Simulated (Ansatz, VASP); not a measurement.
# BN in VASP and in Ansatz

Contents of INCAR:

```
PREC = Accurate ; ENCUT = 520
EDIFF = 1E-6 ; ISMEAR = 0
SIGMA = 0.01 ; LREAL = F
LASPH = T ; NELM = 100
ALGO = Normal ; ISIF = 2
LWAVE = F ; LCHARG = T
GGA = PE ; LELF = T
LVHAR = T ; NBANDS = 16
```

The input KPOINTS:

```
Automatic mesh
0
Gamma
  9 9 4
```

The input POSCAR:

```
BN
1.0
    2.5121665638      0.0000000000      0.0000000000
   -1.2560832819      2.1756000628      0.0000000000
    0.0000000000      0.0000000000      8.3272292926
B N
2 2
Direct
    0.3333333333      0.6666666667      0.2500000000
    0.6666666667      0.3333333333      0.7500000000
    0.6666666667      0.3333333333      0.2500000000
    0.3333333333      0.6666666667      0.7500000000
```

Input for Ansatz:

```yaml
crystal:
  lattice:
    - [2.5121665638, 0.0, 0.0]
    - [-1.2560832819, 2.1756000628, 0.0]
    - [0.0, 0.0, 8.3272292926]
  atoms:
    - { symbol: B, position: [0.3333333333, 0.6666666667, 0.25] }
    - { symbol: B, position: [0.6666666667, 0.3333333333, 0.75] }
    - { symbol: "N", position: [0.6666666667, 0.3333333333, 0.25] }
    - { symbol: "N", position: [0.3333333333, 0.6666666667, 0.75] }
kpoints:
  mp_grid: { grid: [9, 9, 4] }
hamiltonian:
  xc: pbe
scf:
  occupations: { method: fixed }
  n_extra_bands: 5
output:
  forces: true
  stress: true
  eigenvalues: true
```

Alike in both runs: task single point; functional PBE; k mesh 9 × 9 × 4; no spin polarisation.

```csv
,VASP,Ansatz
version,VASP 6.6.1,Ansatz 0.2.0
potentials or method,"VASP PAW PBE potentials, release 64 (B, N)","plane waves, PAW"
plane-wave cutoff (eV),520,420
occupations,"gaussian, width 0.01 eV",fixed
valence electrons in the cell,16,16
```

Ansatz gave:

```
gap on the k mesh at the Fermi level (eV)                     : 4.40
pressure (GPa)                                                : 0.0
traceless stress, the component that is largest in VASP (GPa) : 0.03
```

**Question.** Estimate VASP's values.

**Answer.** gap on the k mesh at the Fermi level (eV): 4.40; pressure (GPa): 0.1; traceless stress, the component that is largest in VASP (GPa): -0.13.
